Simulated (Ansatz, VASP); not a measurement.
Bi in VASP and in Ansatz

File INCAR:

```
PREC     = Accurate       # precision mode
ENCUT    = 500            # plane-wave cutoff, eV
EDIFF    = 1E-6           # SCF threshold, eV
ISMEAR   = 0              # smearing method
SIGMA    = 0.1            # smearing width, eV
LREAL    = False          # projectors in reciprocal space
LASPH    = True           # aspherical terms in the spheres
NELM     = 120            # most SCF steps
ALGO     = Normal         # electronic algorithm
ISIF     = 2              # what is computed and relaxed
LWAVE    = False          # write WAVECAR
LCHARG   = True           # write CHGCAR
GGA      = PE             # functional
LELF     = True           # ELF
LVHAR    = True         
NBANDS   = 14             # bands
GGA_COMPAT= False
```

The input KPOINTS:

```
Automatic mesh
0
Gamma
  6 6 6
```

File POSCAR:

```
Bi
1.0
    0.0000000000      2.3146225464      2.3146225464
    2.3146225464      0.0000000000      2.3146225464
    2.3146225464      2.3146225464      0.0000000000
Bi
1
Direct
    0.0000000000      0.0000000000      0.0000000000
```

Input for Ansatz:

```yaml
crystal:
  lattice:
    - [0.0, 2.3146225464, 2.3146225464]
    - [2.3146225464, 0.0, 2.3146225464]
    - [2.3146225464, 2.3146225464, 0.0]
  atoms:
    - { symbol: Bi, position: [0.0, 0.0, 0.0] }
basis:
  ecutwfc: 420
kpoints:
  mp_grid: { grid: [6, 6, 6] }
hamiltonian:
  xc: pbe
scf:
  occupations: { method: gaussian, width: 0.1 }
output:
  forces: true
  stress: true
  eigenvalues: true
```

Alike in both runs: task single point; functional PBE; k mesh 6 × 6 × 6; occupations gaussian, width 0.1 eV; no spin polarisation.

|  | VASP | Ansatz |
| --- | --- | --- |
| version | VASP 6.6.1 | Ansatz 0.2.0 |
| potentials or method | VASP PAW PBE potentials, release 64 (Bi_d), cutoff 500 eV | scalar-relativistic, plane waves, PAW |
| valence electrons in the cell | 15 | 15 |

```tsv
	VASP	Ansatz	Ansatz less VASP
gap on the k mesh at the Fermi level (eV)	none	none	-
pressure (GPa)	22.4	22.5	+0.05
```

A gap of «none» marks a metal or a gap that the smearing closes. The functional is the same, so the differences come from potentials, cutoffs and numerics.

The k mesh is coarse, so the values compare programs but aren't converged. Neither program's run includes spin-orbit coupling.
